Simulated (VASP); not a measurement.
CdI2: electric field gradients with PBE

The system is CdI2.

```xyz
3
Lattice="4.2440 0.0000 0.0000 -2.1220 3.6754 0.0000 0.0000 0.0000 6.8590" Properties=species:S:1:pos:R:3 pbc="T T T"
Cd    0.0000    0.0000    0.0000
I     0.0000    2.4503    1.7093
I     2.1220    1.2251    5.1497
```

```yaml
Program: VASP 6.6.1
Task: electric field gradients
Functional: PBE
Potentials_or_basis: VASP PAW PBE potentials, release 64 (Cd, I)
Cutoff: 400 eV
k_mesh: 7 × 7 × 4
Occupations: fermi-dirac, width 0.02 eV
Spin: no spin polarisation
Dipole_correction: no
Further_INCAR_settings: ALGO = Normal; EDIFF = 1e-08; NBANDS = 20
```

| Property | Result |
| --- | --- |
| Pressure | 1.8 GPa |
| Largest force | 0.144 eV/Å |
| Band gap on the k mesh | 2.41 eV, indirect (least direct gap 2.61 eV) |

Forces in eV/Å, atoms in the order of the input:
```
Cd   0.000  0.000  0.000
I    0.000  0.000  0.144
I    0.000  0.000 -0.144
```

Levels at points of the mesh, in eV from the valence-band top:
```tsv
k point	band 10	band 11	band 12	band 13	band 14	band 15	band 16	band 17
(0.00, 0.00, 0.00)	-0.31	-0.16	-0.16	-0.13	2.48	4.45	6.33	6.33
(0.00, 0.00, 0.50)	-0.43	-0.43	-0.02	-0.02	3.60	4.50	6.12	6.12
```

Electric field gradients, principal values (V/Å²):
| atom | least | middle | greatest (by size) |
| --- | --- | --- | --- |
| 1 Cd | -0.962 | -0.964 | 1.926 |
| 2 I | 27.439 | 27.439 | -54.877 |
| 3 I | 27.439 | 27.439 | -54.877 |

Wall time 55 s on 1 thread of Intel(R) Xeon(R) Platinum 8375C CPU @ 2.90GHz (Ice Lake), on a shared host, peak memory 0.2 GiB.

Caveat: without QUAD_EFG the Cq values of the log hold for a quadrupole moment of 1 mb, not for the nuclei; spin-orbit coupling is left out, which moves the levels of the heavy elements; this functional lacks dispersion, which binds the layers, so the pressure and a relaxed spacing across them are unreliable. A hybrid or GW would open this gap; PBE tends to underestimate it.
